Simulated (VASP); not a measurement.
The system is Co.

```
Co
1.0
     2.52048    0.00000    0.00000
    -1.26024    2.18280    0.00000
     0.00000    0.00000    4.10001
Co
2
Direct
  0.66667 0.33333 0.75000
  0.33333 0.66667 0.25000
```

Base run:

| Quantity | Value |
| --- | --- |
| Program | VASP 6.6.1 |
| Functional | BLYP |
| Dispersion | D4 |
| Potentials or basis | VASP PAW PBE potentials, release 64 (Co) |
| Cutoff | 520 eV |
| k mesh | 12 × 12 × 7 |
| Occupations | fermi-dirac, width 0.05 eV |
| Spin | collinear spin, ferromagnetic start |
| Starting moments | [2.0, 2.0] μB |

Its results: pressure -10.1 GPa; net moment 3.24 μB per cell; site moments Co +1.64 μB.

**Question.** The run is repeated on the same cell with these changes: functional from BLYP to RPBE. What comes out?

**Answer.** Pressure -13.0 GPa; net moment 3.32 μB per cell; site moments Co +1.69 μB.

Caveats: the cell stands under tension; the PAW data sets were made with another functional, which shifts forces and pressure a little.
